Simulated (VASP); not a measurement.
# BaLi2S2 (P-3m1) in VASP: notebook, part 2 of 2

VASP 6.6.1. Earlier steps stand in the parts before.

**3. Single point, PBE (21.47 Å³/atom)**

This run uses another cell than the first one, of 21.47 Å³/atom.

Input file INCAR:

```
SYSTEM = BaLi2S2
ALGO     = Normal         ! electronic algorithm
EDIFF    = 1E-7           ! SCF threshold, eV
ENCUT    = 520            ! plane-wave cutoff, eV
GGA      = PE             ! functional
ISIF     = 2              ! what is computed and relaxed
ISMEAR   = 0              ! smearing method
LASPH    = .True.         ! aspherical terms in the spheres
LCHARG   = .False.        ! write CHGCAR
LREAL    = .False.        ! projectors in reciprocal space
LWAVE    = .False.        ! write WAVECAR
NBANDS   = 22             ! bands
NELM     = 100            ! most SCF steps
PREC     = Accurate       ! precision mode
SIGMA    = 0.02           ! smearing width, eV
```

Input file KPOINTS:

```
k-points
0
Gamma
  6 6 4
  0 0 0
```

Input file POSCAR:

```
BaLi2S2
1.0
    4.1949615924      0.0000000000      0.0000000000
   -2.0974807962      3.6329433069      0.0000000000
    0.0000000000      0.0000000000      7.0440628422
Ba Li S
1 2 2
Direct
    0.0000000000      0.0000000000      0.0000000000
    0.6666666667      0.3333333333      0.6133260965
    0.3333333333      0.6666666667      0.3866739035
    0.6666666667      0.3333333333      0.2741792602
    0.3333333333      0.6666666667      0.7258207398
```

Potentials or basis: VASP PAW PBE potentials, release 64 (Ba_sv, Li_sv, S).

Run with:

```sh
$ cat potpaw_PBE.64/Ba_sv/POTCAR potpaw_PBE.64/Li_sv/POTCAR potpaw_PBE.64/S/POTCAR > POTCAR
$ mpirun -np 1 vasp_std > vasp.out
```

OUTCAR:

```text
SYSTEM = BaLi2S2
   EDIFF = 1E-7
   ENCUT = 520
   GGA = PE
   ISIF = 2
   ISMEAR = 0
   LASPH = .True.
   LREAL = .False.
   NELM = 100
   PREC = Accurate

 ion  position               nearest neighbor table
   1  0.000  0.000  0.000-   4 3.10   5 3.10   5 3.10   4 3.10   4 3.10   5 3.10   2 3.64   3 3.64
                             3 3.64   2 3.64   3 3.64   2 3.64
   2  0.667  0.333  0.613-   4 2.39   5 2.55   5 2.55   5 2.55   1 3.64   1 3.64   1 3.64
   3  0.333  0.667  0.387-   5 2.39   4 2.55   4 2.55   4 2.55   1 3.64   1 3.64   1 3.64
   4  0.667  0.333  0.274-   2 2.39   3 2.55   3 2.55   3 2.55   1 3.10   1 3.10   1 3.10
   5  0.333  0.667  0.726-   3 2.39   2 2.55   2 2.55   2 2.55   1 3.10   1 3.10   1 3.10

  LATTYP: Found a hexagonal cell.
 ALAT       =     4.1949615924
 C/A-ratio  =     1.6791721896

  Lattice vectors:

 A1 = (   4.1949615924,   0.0000000000,   0.0000000000)
 A2 = (  -2.0974807962,   3.6329433069,   0.0000000000)
 A3 = (   0.0000000000,   0.0000000000,   7.0440628422)

Analysis of symmetry for initial positions (statically):
=====================================================================
 Subroutine PRICEL returns:
 Original cell was already a primitive cell.

 Routine SETGRP: Setting up the symmetry group for a
 hexagonal supercell.

 Subroutine GETGRP returns: Found 12 space group operations
 (whereof 12 operations were pure point group operations)
 out of a pool of 24 trial point group operations.

The static configuration has the point symmetry D_3d.

Analysis of symmetry for dynamics (positions and initial velocities):
=====================================================================
 Subroutine PRICEL returns:
 Original cell was already a primitive cell.

 Routine SETGRP: Setting up the symmetry group for a
 hexagonal supercell.

 Subroutine GETGRP returns: Found 12 space group operations
 (whereof 12 operations were pure point group operations)
 out of a pool of 24 trial point group operations.

[... 125 lines left out ...]
     AMIX_MAG =   1.60;   BMIX_MAG =  1.00
  volume/ion in A,a.u.               =      21.47       144.89
  Fermi-wavevector in a.u.,A,eV,Ry     =   1.045982  1.976619 14.885841  1.094078
  Thomas-Fermi vector in A             =   2.180801
   LORBIT       =      0    0 simple, 1 ext, 2 COOP (PROOUT), +10 PAW based schemes
   GGA     = PE    functional components
   LHFCALC =     F    Hartree Fock is set to
   AEXX    =    0.0000 exact exchange contribution
   IVDW    =     0    specifies the selected vdW correction
   LEPSILON=     F    determine dielectric tensor
   LRPA    =     F    only Hartree local field effects (RPA)
 non-spin polarized calculation
 Gauss-broadening in eV      SIGMA  =   0.02
  energy-cutoff  :      520.00
  volume of cell :      107.35
 maximum number of plane-waves:      2925
 NGX is ok and might be reduce to    32
   NGX = 15   NGY = 15   NGZ = 27

 number of electron      27.9999999 magnetization

 Free energy of the ion-electron system (eV)
  ---------------------------------------------------
  ext. energy  EPLUGINS =         0.00000000
  ---------------------------------------------------
  free energy    TOTEN  =       -21.85711732 eV

  energy without entropy =      -21.85711732  energy(sigma->0) =      -21.85711732

 E-fermi :   1.9006     XC(G=0):  -8.7286

 val. band max:        1.6931289216   @ k =   0.0000   0.0000   0.0000
 cond. band min:       4.3211570451   @ k =   0.5000   0.0000   0.0000
 fundamental gap:      2.6280281235
 Fermi energy:         1.9006312180

 k-point     1 :       0.0000    0.0000    0.0000
  band No.  band energies     occupation
      1     -42.5195      2.00000
      2     -42.5019      2.00000
      3     -24.3013      2.00000
      4     -10.4572      2.00000
      5      -9.3186      2.00000
      6      -9.3186      2.00000
[... 589 lines left out ...]
     21      10.0314      0.00000
     22      10.0314      0.00000

------------------------ aborting loop because EDIFF is reached ----------------------------------------

  FORCE on cell =-STRESS in cart. coord.  units (eV):
  Direction    XX          YY          ZZ          XY          YZ          ZX
  --------------------------------------------------------------------------------------
  -------------------------------------------------------------------------------------
  Total        2.0835652      2.0835652      2.1206020     -0.0000000      0.0000000     -0.0000000
  in kB       31.0962370     31.0962370     31.6489945     -0.0000000      0.0000000     -0.0000000
  external PRESSURE =      31.2804895 kB  Pullay stress =       0.0000000 kB

 VOLUME and BASIS-vectors are now :
 -----------------------------------------------------------------------------
  energy-cutoff  :      520.00
  volume of cell :      107.35
      direct lattice vectors                 reciprocal lattice vectors
     4.194961592  0.000000000  0.000000000     0.238381205  0.137629453  0.000000000
    -2.097480796  3.632943307  0.000000000     0.000000000  0.275258906  0.000000000
     0.000000000  0.000000000  7.044062842     0.000000000  0.000000000  0.141963526

 POSITION                                       TOTAL-FORCE (eV/Angst)
 -----------------------------------------------------------------------------------
      0.00000      0.00000      0.00000         0.000000      0.000000     -0.000000
      2.09748      1.21098      4.32031        -0.000000      0.000000      0.000534
     -0.00000      2.42196      2.72376        -0.000000     -0.000000     -0.000534
      2.09748      1.21098      1.93134         0.000000      0.000000      0.085575
     -0.00000      2.42196      5.11273         0.000000     -0.000000     -0.085575
 -----------------------------------------------------------------------------------
    total drift:                                0.000000      0.000000      0.000000

  FREE ENERGIE OF THE ION-ELECTRON SYSTEM (eV)
  ---------------------------------------------------
  free  energy   TOTEN  =       -21.8571173221 eV

  energy  without entropy=      -21.8571173221  energy(sigma->0) =      -21.85711732
```

OSZICAR:

```text
N       E                     dE             d eps       ncg     rms          rms(c)
DAV:   1     0.171624454999E+03    0.17162E+03   -0.12302E+04  1056   0.121E+03
DAV:   2    -0.499762182759E+01   -0.17662E+03   -0.16859E+03  1396   0.255E+02
DAV:   3    -0.213544543082E+02   -0.16357E+02   -0.16278E+02  1700   0.648E+01
DAV:   4    -0.225922900754E+02   -0.12378E+01   -0.12302E+01  1606   0.164E+01
DAV:   5    -0.226732254034E+02   -0.80935E-01   -0.80930E-01  1548   0.320E+00    0.676E+00
DAV:   6    -0.218478917730E+02    0.82533E+00   -0.18641E+00  1272   0.579E+00    0.474E+00
DAV:   7    -0.218380216322E+02    0.98701E-02   -0.65796E-01  1510   0.330E+00    0.275E+00
DAV:   8    -0.218523498566E+02   -0.14328E-01   -0.85996E-02  1256   0.140E+00    0.743E-01
DAV:   9    -0.218557172152E+02   -0.33674E-02   -0.14038E-02  1416   0.628E-01    0.171E-01
DAV:  10    -0.218567195219E+02   -0.10023E-02   -0.28107E-03  1304   0.264E-01    0.679E-02
DAV:  11    -0.218570179099E+02   -0.29839E-03   -0.44415E-04  1352   0.120E-01    0.540E-02
DAV:  12    -0.218571152028E+02   -0.97293E-04   -0.17605E-04  1264   0.638E-02    0.144E-02
DAV:  13    -0.218571159002E+02   -0.69746E-06   -0.82439E-06  1534   0.146E-02    0.727E-03
DAV:  14    -0.218571171876E+02   -0.12874E-05   -0.11991E-06  1258   0.537E-03    0.411E-03
DAV:  15    -0.218571173697E+02   -0.18212E-06   -0.14623E-07  1220   0.188E-03    0.217E-03
DAV:  16    -0.218571173221E+02    0.47623E-07   -0.13959E-08   888   0.704E-04
   1 F= -.21857117E+02 E0= -.21857117E+02  d E =-.279443E-50
```

Wall time 34 s (1 thread of AMD EPYC 9R45 (Zen 5), shared host); peak memory 0.22 GiB.

Results:

| Quantity | Value |
| --- | --- |
| Free energy | -21.8571 eV |
| Largest force | 0.086 eV/Å |
| Band gap on the k mesh | 2.63 eV (least direct gap 2.91 eV) |

Forces in eV/Å, atoms in the order of the input:
```
Ba   0.000  0.000  0.000
Li   0.000  0.000  0.001
Li   0.000  0.000 -0.001
S    0.000  0.000  0.086
S    0.000  0.000 -0.086
```

Levels at points of the mesh, in eV from the valence-band top:
| k point | band 12 | band 13 | band 14 | band 15 | band 16 | band 17 |
| --- | --- | --- | --- | --- | --- | --- |
| (0.00, 0.00, 0.00) | -0.10 | 0.00 | 0.00 | 3.57 | 4.23 | 4.78 |
| (0.50, 0.00, 0.00) | -0.86 | -0.81 | -0.80 | 2.63 | 5.96 | 6.18 |
| (0.00, 0.00, 0.50) | -0.61 | -0.34 | -0.34 | 4.12 | 4.59 | 4.59 |
| (0.50, 0.00, 0.50) | -1.32 | -0.33 | -0.23 | 2.69 | 4.70 | 6.10 |

Caveat: the cutoff is under 1.25 times the usual one of these potentials, so pressure, stress and relaxed cells hold a basis-set (Pulay) error; spin-orbit coupling is left out, which moves the levels of the heavy elements.

**4. Single point, PBE (22.16 Å³/atom)**

This run uses another cell than the first one, of 22.16 Å³/atom.

Input file INCAR:

```
SYSTEM = BaLi2S2
PREC = Accurate ; ENCUT = 520
EDIFF = 1E-7 ; ISMEAR = 0
SIGMA = 0.02 ; LREAL = .False.
LASPH = .True. ; NELM = 80
ALGO = Normal ; ISIF = 2
LWAVE = .False. ; LCHARG = .False.
GGA = PE ; NBANDS = 22
```

Input file KPOINTS:

```
regular mesh
0
Gamma
  6 6 4
  0 0 0
```

Input file POSCAR:

```
BaLi2S2
1.0
    4.2481126787      0.0000000000      0.0000000000
   -2.1240563394      3.6789734979      0.0000000000
    0.0000000000      0.0000000000      7.0881194062
Ba Li S
1 2 2
Direct
    0.0000000000      0.0000000000      0.0000000000
    0.6666666667      0.3333333333      0.6127950142
    0.3333333333      0.6666666667      0.3872049858
    0.6666666667      0.3333333333      0.2728288052
    0.3333333333      0.6666666667      0.7271711948
```

Run with:

```sh
$ cat potpaw_PBE.64/Ba_sv/POTCAR potpaw_PBE.64/Li_sv/POTCAR potpaw_PBE.64/S/POTCAR > POTCAR
$ mpirun -np 1 vasp_std > vasp.out
```

It took 35 s on 1 thread of AMD EPYC 9R45 (Zen 5), shared host; peak memory 0.22 GiB.

It converged, with:

```
Free energy            : -21.9074 eV
Largest force          : 0.080 eV/Å
Band gap on the k mesh : 2.69 eV (least direct gap 2.98 eV)
```

Forces in eV/Å, atoms in the order of the input:
```
Ba   0.000  0.000  0.000
Li   0.000  0.000  0.000
Li   0.000  0.000  0.000
S    0.000  0.000  0.080
S    0.000  0.000 -0.080
```

Levels at points of the mesh, in eV from the valence-band top:
```
           k point  band 10  band 11  band 12  band 13  band 14  band 15  band 16  band 17  band 18  band 19
(0.00, 0.00, 0.00)    -0.83    -0.83    -0.10     0.00     0.00     3.57     4.14     4.76     4.76     5.35
(0.50, 0.00, 0.00)    -1.25    -1.24    -0.82    -0.79    -0.78     2.69     5.91     6.09     6.81     7.18
(0.00, 0.00, 0.50)    -1.33    -0.59    -0.59    -0.33    -0.33     4.15     4.57     4.57     4.90     5.13
(0.50, 0.00, 0.50)    -1.64    -1.45    -1.27    -0.33    -0.22     2.76     4.66     5.98     6.15     7.19
```

Caveat: the cutoff is under 1.25 times the usual one of these potentials, so pressure, stress and relaxed cells hold a basis-set (Pulay) error; spin-orbit coupling is left out, which moves the levels of the heavy elements. A k mesh can miss the band edges.

**5. The runs side by side**

```tsv
cell	gap on the mesh (eV)	largest force (eV/Å)
a = 4.140, b = 4.140, c = 7.001 Å, angles 90.0, 90.0, 120.0°, 5 atoms, atomic positions A	2.56	0.09
a = 4.195, b = 4.195, c = 7.044 Å, angles 90.0, 90.0, 120.0°, 5 atoms, atomic positions A	2.63	0.09
a = 4.248, b = 4.248, c = 7.088 Å, angles 90.0, 90.0, 120.0°, 5 atoms, atomic positions B	2.69	0.08
```

Alike in all rows: task single point; level PBE; potentials or basis VASP PAW PBE potentials, release 64 (Ba_sv, Li_sv, S); no spin polarisation; k mesh 6 × 6 × 4; cutoff (eV) 520; smearing gaussian 0.02 eV.

Caveats: the cutoff is under 1.25 times the usual one of these potentials, so pressure, stress and relaxed cells hold a basis-set (Pulay) error; spin-orbit coupling is left out, which moves the levels of the heavy elements.

Absolute energies hang on the potentials; compare differences alone.
